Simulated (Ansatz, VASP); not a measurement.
**SrLiH3 in VASP and in Ansatz**

```xyz
5
Lattice="4.5150 0.0000 0.0000 0.0000 4.5150 0.0000 0.0000 0.0000 4.3993" Properties=species:S:1:pos:R:3 pbc="T T T"
Li    0.0000    0.0000    0.0000
Sr    2.2575    2.2575    2.1996
H     0.0000    2.2575    2.1996
H     2.2575    0.0000    2.1996
H     2.2575    2.2575    0.0000
```

Change from the starting cell: strain -0.025 along x and y, -0.050 along z, atoms carried along.

Alike in both runs: task single point; functional PBE; k mesh 6 × 6 × 6; occupations gaussian, width 0.05 eV; no spin polarisation.

|  | VASP | Ansatz |
| --- | --- | --- |
| version | VASP 6.6.1 | Ansatz 0.2.0 |
| potentials or method | VASP PAW PBE potentials, release 64 (Li_sv, Sr_sv, H), cutoff 520 eV | scalar-relativistic, plane waves, PAW |
| valence electrons in the cell | 16 | 16 |

|  | VASP | Ansatz | Ansatz less VASP |
| --- | --- | --- | --- |
| gap on the k mesh at the Fermi level (eV) | 1.50 | 1.51 | +0.006 |
| least direct gap on the mesh (eV) | 2.05 | 2.05 | +0.002 |

The functional is the same, so the differences come from potentials, cutoffs and numerics.

Noted on VASP's run: the cutoff is under 1.25 times that of the potentials, so the pressure is a little rough.
